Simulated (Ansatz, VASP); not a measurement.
# Two plane-wave programs on Ga

File POSCAR:

```
Ga
1.0
    2.6797663103      0.0000000000      0.0000000000
    0.0000000000      2.6797663103      0.0000000000
    0.0000000000      0.0000000000      2.6797663103
Ga
1
Direct
    0.0000000000      0.0000000000      0.0000000000
```

The input INCAR.step1:

```
  PREC = Accurate
  ENCUT = 520
  EDIFF = 1E-5
  ISMEAR = -1
  SIGMA = 0.05
  LREAL = F
  LASPH = T
  NELM = 60
  ALGO = Normal
  ISIF = 2
  LWAVE = T
  NBANDS = 12
  GGA = PE
```

INCAR.step2

```
  PREC = Accurate
  ENCUT = 520
  EDIFF = 1E-6
  ISMEAR = -1
  SIGMA = 0.05
  LREAL = F
  LASPH = T
  NELM = 60
  ALGO = Normal
  ISIF = 2
  LWAVE = F
  LCHARG = T
  GGA = PE
  LHFCALC = T
  AEXX = 0.25
  PRECFOCK = Normal
  LELF = T
  LVHAR = T
  NBANDS = 12
  ISTART = 1
```

Contents of KPOINTS:

```
regular mesh
0
Gamma
  5 5 5
```

The input input.yaml:

```yaml
crystal:
  lattice:
    - [2.6797663103, 0.0, 0.0]
    - [0.0, 2.6797663103, 0.0]
    - [0.0, 0.0, 2.6797663103]
  atoms:
    - { symbol: Ga, position: [0.0, 0.0, 0.0] }
hamiltonian:
  xc: pbe0
  pseudopotentials: { kind: paw }
kpoints:
  mp_grid: { grid: [5, 5, 5] }
scf:
  occupations: { method: fermi_dirac, width: 0.05 }
output:
  forces: true
  stress: true
  eigenvalues: true
  write_density: true
  write_potential: true
  elf: true
  volumetric_format: npy
```

Alike in both runs: task single point; functional PBE0; k mesh 5 × 5 × 5; occupations fermi-dirac, width 0.05 eV; no spin polarisation.

|  | VASP | Ansatz |
| --- | --- | --- |
| version | VASP 6.6.1 | Ansatz 0.2.0 |
| potentials or method | VASP PAW PBE potentials, release 64 (Ga_d) | Ansatz PAW |
| plane-wave cutoff (eV) | 520 | 420 |
| valence electrons in the cell | 13 | 13 |

|  | VASP | Ansatz | Ansatz less VASP |
| --- | --- | --- | --- |
| gap on the k mesh at the Fermi level (eV) | none | none | - |
| pressure (GPa) | 0.5 | 0.5 | -0.06 |

A gap of «none» marks a metal or a gap that the smearing closes. The functional is the same, so the differences come from potentials, cutoffs and numerics.

The k mesh is coarse, so the values compare programs but aren't converged.
